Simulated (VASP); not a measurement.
# In2BAs3 (P3m1) in VASP: settings compared

Aim: see how the results for In2BAs3 move with the level of theory and the settings. Levels: r2SCAN, PBE. Tasks: single point.

Program: VASP 6.6.1. These are calculated values, not measurements. Logs are shortened: lines on timing, memory, paths and dates and some standing lists are left out, and cuts for length are marked.

## 1. The cell of the first run

The structure is trigonal, space group P3m1 (No. 156). The conventional cell has a = 4.031 Å, b = 4.031 Å, c = 10.054 Å, α = 90.00°, β = 90.00°, γ = 120.00°. B (site symmetry 3m) has 4 As at 2.05 to 2.41 Å within 2.7 Å. In (site symmetry 3m) has 4 As at 2.57 to 2.63 Å within 3.4 Å. Within 3.4 Å of In (site symmetry 3m) lie 4 As at 2.56 to 2.59 Å. As (site symmetry 3m) has 3 B at 2.41 Å and 1 In at 2.63 Å within 3.2 Å. Within 3.4 Å of As (site symmetry 3m) lie 4 In at 2.57 to 2.59 Å. As (site symmetry 3m) has 1 B at 2.05 Å and 3 In at 2.56 Å within 2.7 Å.

## 2. Single point, r2SCAN

The input, POSCAR:

```
In2BAs3
1.0
    4.0305726883      0.0000000000      0.0000000000
   -2.0152863442      3.4905783399      0.0000000000
    0.0000000000      0.0000000000     10.0536246539
B In As
1 2 3
Direct
    0.0000000000      0.0000000000      0.0083928154
    0.6666666667      0.3333333333      0.6856021449
    0.3333333333      0.6666666667      0.3193341573
    0.6666666667      0.3333333333      0.9469210140
    0.3333333333      0.6666666667      0.5773713367
    0.0000000000      0.0000000000      0.2123785316
```

The input, INCAR.step1:

```
SYSTEM = In2BAs3
PREC = Accurate
ENCUT = 520
ISMEAR = -1
SIGMA = 0.02
LREAL = .False.
LASPH = .True.
NELM = 80
NBANDS = 31
GGA = PE
ALGO = Normal
EDIFF = 1E-4
LWAVE = .True.
LCHARG = .False.
```

The input, INCAR.step2:

```
SYSTEM = In2BAs3
PREC = Accurate
ENCUT = 520
EDIFF = 1E-6
ISMEAR = -1
SIGMA = 0.02
LREAL = .False.
LASPH = .True.
NELM = 80
ALGO = Normal
ISIF = 2
LWAVE = .False.
LCHARG = .False.
METAGGA = R2SCAN
LMIXTAU = .True.
NBANDS = 31
ISTART = 1
```

The input, KPOINTS:

```
regular mesh
0
Gamma
  6 6 2
  0 0 0
```

Potentials or basis: VASP PAW PBE potentials, release 64 (B, In_d, As).

Launch:

```bash
cat potpaw_PBE.64/B/POTCAR potpaw_PBE.64/In_d/POTCAR potpaw_PBE.64/As/POTCAR > POTCAR
cp INCAR.step1 INCAR
mpirun -np 1 vasp_std > vasp.out
cp INCAR.step2 INCAR
mpirun -np 1 vasp_std > vasp.out
```

OUTCAR:

```text
SYSTEM = In2BAs3
   PREC = Accurate
   ENCUT = 520
   EDIFF = 1E-6
   ISMEAR = -1
   LREAL = .False.
   LASPH = .True.
   NELM = 80
   ISIF = 2
   METAGGA = R2SCAN
   ISTART = 1

 ion  position               nearest neighbor table
   1  0.000  0.000  0.008-   6 2.05   4 2.41   4 2.41   4 2.41
   2  0.667  0.333  0.686-   5 2.57   5 2.57   5 2.57   4 2.63
   3  0.333  0.667  0.319-   6 2.56   6 2.56   6 2.56   5 2.59
   4  0.667  0.333  0.947-   1 2.41   1 2.41   1 2.41   2 2.63
   5  0.333  0.667  0.577-   2 2.57   2 2.57   2 2.57   3 2.59
   6  0.000  0.000  0.212-   1 2.05   3 2.56   3 2.56   3 2.56

  LATTYP: Found a hexagonal cell.
 ALAT       =     4.0305726883
 C/A-ratio  =     2.4943414823

  Lattice vectors:

 A1 = (   4.0305726883,   0.0000000000,   0.0000000000)
 A2 = (  -2.0152863442,   3.4905783399,   0.0000000000)
 A3 = (   0.0000000000,   0.0000000000,  10.0536246539)

Analysis of symmetry for initial positions (statically):
=====================================================================
 Subroutine PRICEL returns:
 Original cell was already a primitive cell.

 Routine SETGRP: Setting up the symmetry group for a
 hexagonal supercell.

 Subroutine GETGRP returns: Found  6 space group operations
 (whereof  6 operations were pure point group operations)
 out of a pool of 24 trial point group operations.

The static configuration has the point symmetry C_3v.

Analysis of symmetry for dynamics (positions and initial velocities):
=====================================================================
 Subroutine PRICEL returns:
 Original cell was already a primitive cell.

 Routine SETGRP: Setting up the symmetry group for a
 hexagonal supercell.

 Subroutine GETGRP returns: Found  6 space group operations
 (whereof  6 operations were pure point group operations)
 out of a pool of 24 trial point group operations.

The dynamic configuration has the point symmetry C_3v.

 Subroutine INISYM returns: Found  6 space group operations
 (whereof  6 operations are pure point group operations),
 and found     1 'primitive' translations

----------------------------------------------------------------------------------------

                                     Primitive cell

  volume of cell :     141.4447

  direct lattice vectors                    reciprocal lattice vectors
     4.030572688  0.000000000  0.000000000     0.248103701  0.143242738  0.000000000
    -2.015286344  3.490578340  0.000000000     0.000000000  0.286485477  0.000000000
     0.000000000  0.000000000 10.053624654     0.000000000  0.000000000  0.099466614

  length of vectors
     4.030572688  4.030572688 10.053624654     0.286485477  0.286485477  0.099466614

  position of ions in fractional coordinates (direct lattice)
     0.000000000  0.000000000  0.008392815
     0.666666667  0.333333333  0.685602145
     0.333333333  0.666666667  0.319334157
     0.666666667  0.333333333  0.946921014
     0.333333333  0.666666667  0.577371337
     0.000000000  0.000000000  0.212378532

  ion indices of the primitive-cell ions
   primitive index   ion index
                 1           1
                 2           2
                 3           3
                 4           4
                 5           5
                 6           6

----------------------------------------------------------------------------------------

 KPOINTS: regular mesh

Automatic generation of k-mesh.
 Grid dimensions read from file:
 generate k-points for:    6    6    2

 Generating k-lattice:

  Cartesian coordinates                     Fractional coordinates (reciprocal lattice)
     0.041350617  0.023873790  0.000000000     0.166666667 -0.000000000  0.000000000
     0.000000000  0.047747579  0.000000000     0.000000000  0.166666667  0.000000000
     0.000000000  0.000000000  0.049733307     0.000000000  0.000000000  0.500000000

  Length of vectors
     0.047747579  0.047747579  0.049733307

  Shift w.r.t. Gamma in fractional coordinates (k-lattice)
     0.000000000  0.000000000  0.000000000

 Subroutine IBZKPT returns following result:
 ===========================================

 Found     14 irreducible k-points:

 Following reciprocal coordinates:
            Coordinates               Weight
  0.000000  0.000000  0.000000      1.000000
  0.166667  0.000000  0.000000      6.000000
  0.333333  0.000000  0.000000      6.000000
  0.500000  0.000000  0.000000      3.000000
  0.166667  0.166667  0.000000      6.000000
  0.333333  0.166667  0.000000     12.000000
  0.333333  0.333333  0.000000      2.000000
  0.000000  0.000000  0.500000      1.000000
  0.166667  0.000000  0.500000      6.000000
  0.333333  0.000000  0.500000      6.000000
  0.500000  0.000000  0.500000      3.000000
  0.166667  0.166667  0.500000      6.000000
  0.333333  0.166667  0.500000     12.000000
  0.333333  0.333333  0.500000      2.000000
[... 59 lines left out ...]
  ---------------------------------------------------
  ext. energy  EPLUGINS =         0.00000000
  ---------------------------------------------------
  free energy    TOTEN  =       -96.33107311 eV

  energy without entropy =      -96.33105589  energy(sigma->0) =      -96.33106450

 E-fermi :   4.6778     XC(G=0):  -9.9037

 val. band max:        4.5387114612   @ k =   0.0000   0.0000   0.5000
 cond. band min:       4.8165355229   @ k =   0.0000   0.0000   0.0000
 fundamental gap:      0.2778240618
 Fermi energy:         4.6777885975

 k-point     1 :       0.0000    0.0000    0.0000
  band No.  band energies     occupation
      1     -10.6399      2.00000
      2     -10.5650      2.00000
      3     -10.5649      2.00000
      4     -10.4554      2.00000
      5     -10.4196      2.00000
      6     -10.4196      2.00000
[... 23 lines left out ...]
     30       9.5427      0.00000
     31      10.2604      0.00000

 k-point     2 :       0.1667    0.0000    0.0000
  band No.  band energies     occupation
      1     -10.6734      2.00000
      2     -10.5875      2.00000
      3     -10.5481      2.00000
      4     -10.4707      2.00000
      5     -10.4222      2.00000
      6     -10.4114      2.00000
[... 23 lines left out ...]
     30       9.8643      0.00000
     31      10.1301      0.00000

 k-point     3 :       0.3333    0.0000    0.0000
  band No.  band energies     occupation
      1     -10.7505      2.00000
      2     -10.6400      2.00000
      3     -10.5211      2.00000
      4     -10.4791      2.00000
      5     -10.4339      2.00000
      6     -10.3951      2.00000
[... 23 lines left out ...]
     30      10.2352      0.00000
     31      10.5982      0.00000

 k-point     4 :       0.5000    0.0000    0.0000
  band No.  band energies     occupation
      1     -10.7877      2.00000
      2     -10.6694      2.00000
      3     -10.5118      2.00000
      4     -10.4799      2.00000
      5     -10.4352      2.00000
      6     -10.3833      2.00000
[... 23 lines left out ...]
     30      10.5358      0.00000
     31      10.6973      0.00000

 k-point     5 :       0.1667    0.1667    0.0000
  band No.  band energies     occupation
      1     -10.7260      2.00000
      2     -10.6255      2.00000
      3     -10.5300      2.00000
      4     -10.4737      2.00000
      5     -10.4305      2.00000
      6     -10.4039      2.00000
[... 23 lines left out ...]
     30      10.0636      0.00000
     31      10.2137      0.00000
[... 202 lines left out ...]
     30      10.8438      0.00000
     31      11.9815      0.00000

 k-point    12 :       0.1667    0.1667    0.5000
  band No.  band energies     occupation
      1     -10.7256      2.00000
      2     -10.6278      2.00000
      3     -10.5300      2.00000
      4     -10.4725      2.00000
      5     -10.4297      2.00000
      6     -10.4031      2.00000
[... 23 lines left out ...]
     30      10.3622      0.00000
     31      10.4595      0.00000

 k-point    13 :       0.3333    0.1667    0.5000
  band No.  band energies     occupation
      1     -10.7752      2.00000
      2     -10.6649      2.00000
      3     -10.5200      2.00000
      4     -10.4680      2.00000
      5     -10.4314      2.00000
      6     -10.3951      2.00000
[... 23 lines left out ...]
     30      10.2113      0.00000
     31      10.6458      0.00000

 k-point    14 :       0.3333    0.3333    0.5000
  band No.  band energies     occupation
      1     -10.7804      2.00000
      2     -10.6731      2.00000
      3     -10.5248      2.00000
      4     -10.4531      2.00000
      5     -10.4180      2.00000
      6     -10.4145      2.00000
[... 23 lines left out ...]
     30       9.7747      0.00000
     31      11.3519      0.00000

------------------------ aborting loop because EDIFF is reached ----------------------------------------

  FORCE on cell =-STRESS in cart. coord.  units (eV):
  Direction    XX          YY          ZZ          XY          YZ          ZX
  --------------------------------------------------------------------------------------
  -------------------------------------------------------------------------------------
  Total        0.0258430      0.0258430      0.0120390     -0.0000000      0.0000000     -0.0000000
  in kB        0.2927295      0.2927295      0.1363690     -0.0000000      0.0000000     -0.0000000
  external PRESSURE =       0.2406093 kB  Pullay stress =       0.0000000 kB

 VOLUME and BASIS-vectors are now :
 -----------------------------------------------------------------------------
  energy-cutoff  :      520.00
  volume of cell :      141.44
      direct lattice vectors                 reciprocal lattice vectors
     4.030572688  0.000000000  0.000000000     0.248103701  0.143242738  0.000000000
    -2.015286344  3.490578340  0.000000000     0.000000000  0.286485477  0.000000000
     0.000000000  0.000000000 10.053624654     0.000000000  0.000000000  0.099466614

 POSITION                                       TOTAL-FORCE (eV/Angst)
 -----------------------------------------------------------------------------------
      0.00000      0.00000      0.08438         0.000000      0.000000     -0.018130
      2.01529      1.16353      6.89279        -0.000000      0.000000      0.002183
     -0.00000      2.32705      3.21047        -0.000000     -0.000000     -0.005922
      2.01529      1.16353      9.51999         0.000000      0.000000     -0.000819
     -0.00000      2.32705      5.80467         0.000000      0.000000      0.004503
      0.00000      0.00000      2.13517         0.000000      0.000000      0.018184
 -----------------------------------------------------------------------------------
    total drift:                                0.000005     -0.000002      0.000229

  FREE ENERGIE OF THE ION-ELECTRON SYSTEM (eV)
  ---------------------------------------------------
  free  energy   TOTEN  =       -96.3310731068 eV

  energy  without entropy=      -96.3310558874  energy(sigma->0) =      -96.33106450
```

Run time: 3.6 min. Hardware: 1 thread of AMD EPYC 9R14 (Zen 4), shared host; peak memory 0.28 GiB.

What came out:

| Quantity | Value |
| --- | --- |
| Free energy | -96.3311 eV |
| Pressure | 0.0 GPa |
| Largest force | 0.018 eV/Å |
| Band gap on the k mesh | zero (bands 22 and 23 overlap by 0.28 eV) |

Forces on the atoms (eV/Å):
```
B    0.000  0.000 -0.018
In   0.000  0.000  0.002
In   0.000  0.000 -0.006
As   0.000  0.000 -0.001
As   0.000  0.000  0.005
As   0.000  0.000  0.018
```

Levels at points of the mesh, in eV from the Fermi level:
| k point | band 19 | band 20 | band 21 | band 22 | band 23 | band 24 | band 25 | band 26 |
| --- | --- | --- | --- | --- | --- | --- | --- | --- |
| (0.00, 0.00, 0.00) | -0.57 | -0.57 | -0.30 | 0.14 | 0.14 | 1.09 | 2.58 | 3.03 |
| (0.50, 0.00, 0.00) | -3.05 | -2.70 | -1.70 | -1.39 | 0.97 | 1.46 | 2.51 | 2.76 |
| (0.00, 0.00, 0.50) | -0.34 | -0.34 | -0.31 | -0.14 | -0.14 | 2.14 | 2.61 | 3.15 |
| (0.50, 0.00, 0.50) | -3.32 | -2.04 | -1.65 | -1.03 | 0.64 | 1.58 | 2.56 | 3.21 |

Caveat: semilocal functionals underestimate gaps, so a narrow gap can read as zero; the PAW data sets were made with another functional, which shifts forces and pressure a little; spin-orbit coupling is left out, which moves the levels of the heavy elements.

## 3. Single point, PBE

The input, INCAR:

```
SYSTEM = In2BAs3
  PREC = Accurate
  ENCUT = 520
  EDIFF = 1E-6
  ISMEAR = -1
  SIGMA = 0.02
  LREAL = .False.
  LASPH = .True.
  NELM = 80
  ALGO = Normal
  ISIF = 2
  LWAVE = .False.
  LCHARG = .False.
  GGA = PE
  NBANDS = 31
```

The input, KPOINTS:

```
regular mesh
0
Gamma
  12 12 4
  0 0 0
```

POSCAR is that of step 2.

Potentials or basis: VASP PAW PBE potentials, release 64 (B, In_d, As).

Launch:

```bash
cat potpaw_PBE.64/B/POTCAR potpaw_PBE.64/In_d/POTCAR potpaw_PBE.64/As/POTCAR > POTCAR
mpirun -np 1 vasp_std > vasp.out
```

Run time: 3.4 min. Hardware: 1 thread of AMD EPYC 9R14 (Zen 4), shared host; peak memory 0.4 GiB.

The run converged. Its results:

- Free energy: -24.8781 eV
- Pressure: 2.0 GPa
- Largest force: 0.152 eV/Å
- Band gap on the k mesh: zero (bands 22 and 23 overlap by 0.27 eV)

Forces on the atoms (eV/Å):
```
B    0.000  0.000 -0.066
In   0.000  0.000  0.004
In   0.000  0.000  0.075
As   0.000  0.000  0.152
As   0.000  0.000 -0.018
As   0.000  0.000 -0.148
```

Stress tensor (GPa, compression positive):
```
1.81 0.00 0.00
0.00 1.81 0.00
0.00 0.00 2.42
```

Levels at points of the mesh, in eV from the Fermi level:
```csv
k point,band 19,band 20,band 21,band 22,band 23,band 24,band 25,band 26
"(0.00, 0.00, 0.00)",-0.61,-0.61,-0.51,0.08,0.08,0.63,2.10,2.62
"(0.50, 0.00, 0.00)",-3.03,-2.72,-1.70,-1.41,0.63,1.15,2.10,2.34
"(0.00, 0.00, 0.50)",-0.56,-0.38,-0.38,-0.20,-0.20,1.66,2.13,2.74
"(0.50, 0.00, 0.50)",-3.32,-2.02,-1.67,-1.07,0.29,1.19,2.19,2.83
```

Caveat: semilocal functionals underestimate gaps, so a narrow gap can read as zero; spin-orbit coupling is left out, which moves the levels of the heavy elements.

## 4. Single point, PBE

This run uses another cell than the first one, of 24.25 Å³/atom.

The input, INCAR:

```
PREC = Accurate
ENCUT = 520
EDIFF = 1E-6
ISMEAR = -1
SIGMA = 0.02
LREAL = F
LASPH = T
NELM = 60
ALGO = Normal
ISIF = 2
LWAVE = F
LCHARG = T
GGA = PE
LELF = T
LVHAR = T
NBANDS = 31
```

The input, KPOINTS:

```
Automatic mesh
0
Gamma
  12 12 4
```

The input, POSCAR:

```
In2BAs3
1.0
    4.0656256580      0.0000000000      0.0000000000
   -2.0328128290      3.5209351021      0.0000000000
    0.0000000000      0.0000000000     10.1641597410
B In As
1 2 3
Direct
    0.0000000000      0.0000000000      0.0087579603
    0.6666666667      0.3333333333      0.6857449696
    0.3333333333      0.6666666667      0.3192392473
    0.6666666667      0.3333333333      0.9478267107
    0.3333333333      0.6666666667      0.5774230061
    0.0000000000      0.0000000000      0.2110081060
```

Launch:

```bash
cat potpaw_PBE.64/B/POTCAR potpaw_PBE.64/In_d/POTCAR potpaw_PBE.64/As/POTCAR > POTCAR
mpirun -np 1 vasp_std > vasp.out
```

Run time: 3.9 min. Hardware: 1 thread of AMD EPYC 9R14 (Zen 4), shared host; peak memory 0.42 GiB.

It converged, with:

```
Free energy            : -24.9069 eV
Pressure               : 0.1 GPa
Largest force          : 0.043 eV/Å
Band gap on the k mesh : zero (bands 22 and 23 overlap by 0.26 eV)
```

Forces on the atoms (eV/Å):
```
B    0.000  0.000 -0.043
In   0.000  0.000  0.003
In   0.000  0.000  0.001
As   0.000  0.000  0.000
As   0.000  0.000  0.004
As   0.000  0.000  0.034
```

Stress tensor (GPa, compression positive):
```
0.09 0.00 0.00
0.00 0.09 0.00
0.00 0.00 0.19
```

Levels at points of the mesh, in eV from the Fermi level:
| k point | band 19 | band 20 | band 21 | band 22 | band 23 | band 24 | band 25 | band 26 |
| --- | --- | --- | --- | --- | --- | --- | --- | --- |
| (0.00, 0.00, 0.00) | -0.57 | -0.57 | -0.54 | 0.08 | 0.08 | 0.51 | 2.05 | 2.64 |
| (0.50, 0.00, 0.00) | -2.95 | -2.62 | -1.62 | -1.34 | 0.65 | 1.16 | 2.04 | 2.26 |
| (0.00, 0.00, 0.50) | -0.60 | -0.35 | -0.35 | -0.18 | -0.18 | 1.56 | 2.03 | 2.75 |
| (0.50, 0.00, 0.50) | -3.22 | -1.92 | -1.62 | -1.02 | 0.25 | 1.16 | 2.21 | 2.79 |

Caveat: semilocal functionals underestimate gaps, so a narrow gap can read as zero; spin-orbit coupling is left out, which moves the levels of the heavy elements.

## 5. Overview

```tsv
level	cell	k mesh	gap on the mesh (eV)	pressure (GPa)	largest force (eV/Å)
r2SCAN	a = 4.031, b = 4.031, c = 10.054 Å, angles 90.0, 90.0, 120.0°, 6 atoms, atomic positions A	6 × 6 × 2	none	0.0	0.02
PBE	a = 4.031, b = 4.031, c = 10.054 Å, angles 90.0, 90.0, 120.0°, 6 atoms, atomic positions A	12 × 12 × 4	none	2.0	0.15
PBE	a = 4.066, b = 4.066, c = 10.164 Å, angles 90.0, 90.0, 120.0°, 6 atoms, atomic positions B	12 × 12 × 4	none	0.1	0.04
```

Alike in all rows: task single point; potentials or basis VASP PAW PBE potentials, release 64 (B, In_d, As); no spin polarisation; cutoff (eV) 520; smearing fermi-dirac 0.02 eV.

Caveats: semilocal functionals underestimate gaps, so a narrow gap can read as zero; spin-orbit coupling is left out, which moves the levels of the heavy elements; the PAW data sets were made with another functional, which shifts forces and pressure a little (at least some runs).

Absolute energies hang on the potentials; compare differences alone.
